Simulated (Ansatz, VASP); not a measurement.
TiGe4Mo: VASP beside Ansatz

File INCAR:

```
SYSTEM = TiGe4Mo
PREC = Accurate ; ENCUT = 520
EDIFF = 1E-6 ; ISMEAR = 0
SIGMA = 0.1 ; LREAL = .False.
LASPH = .True. ; NELM = 60
ALGO = Normal ; ISIF = 2
LWAVE = .False. ; LCHARG = .True.
GGA = PE ; LELF = .True.
LVHAR = .True. ; NBANDS = 50
```

File KPOINTS:

```
regular mesh
0
Gamma
  4 4 4
  0 0 0
```

File POSCAR:

```
TiGe4Mo
1.0
    0.0000000000      4.5192935100      4.5933628600
    2.6348668600      0.0000000000      4.5933628600
    2.6348668600      4.5192935100      0.0000000000
Ti Ge Mo
1 4 1
Direct
    0.5000000000      0.5000000000      0.5000000000
    0.0826279600      0.4173720400      0.0826279600
    0.1673720400      0.8326279600      0.1673720400
    0.8326279600      0.1673720400      0.8326279600
    0.4173720400      0.0826279600      0.4173720400
    0.7500000000      0.7500000000      0.7500000000
```

Input for Ansatz:

```yaml
crystal:
  lattice:
    - [0.0, 4.51929351, 4.59336286]
    - [2.63486686, 0.0, 4.59336286]
    - [2.63486686, 4.51929351, 0.0]
  atoms:
    - { symbol: Ti, position: [0.5, 0.5, 0.5] }
    - { symbol: Ge, position: [0.08262796, 0.41737204, 0.08262796] }
    - { symbol: Ge, position: [0.16737204, 0.83262796, 0.16737204] }
    - { symbol: Ge, position: [0.83262796, 0.16737204, 0.83262796] }
    - { symbol: Ge, position: [0.41737204, 0.08262796, 0.41737204] }
    - { symbol: Mo, position: [0.75, 0.75, 0.75] }
basis:
  ecutwfc: 420
kpoints:
  mp_grid: { grid: [4, 4, 4] }
hamiltonian:
  xc: pbe
scf:
  occupations: { method: gaussian, width: 0.1 }
  lower_state_search: "off"
output:
  forces: true
  stress: true
  eigenvalues: true
```

Alike in both runs: task single point; functional PBE; k mesh 4 × 4 × 4; occupations gaussian, width 0.1 eV; no spin polarisation.

|  | VASP | Ansatz |
| --- | --- | --- |
| version | VASP 6.6.1 | Ansatz 0.2.0 |
| potentials or method | VASP PAW PBE potentials, release 64 (Ti_sv, Ge_d, Mo_sv), cutoff 520 eV | scalar-relativistic, plane waves, PAW |
| valence electrons in the cell | 82 | 82 |

```csv
,VASP,Ansatz,Ansatz less VASP
gap on the k mesh at the Fermi level (eV),none,none,-
pressure (GPa),-13.4,-13.5,-0.12
"traceless stress, the component that is largest in VASP (GPa)",-2.44,-2.47,-0.035
rms of the force components (eV/Å),0.059,0.058,-0.0003
```

Atom by atom the forces differ by 0.001 eV/Å (rms over components). A gap of «none» marks a metal or a gap that the smearing closes.

The k mesh is coarse, so the values compare programs but aren't converged.
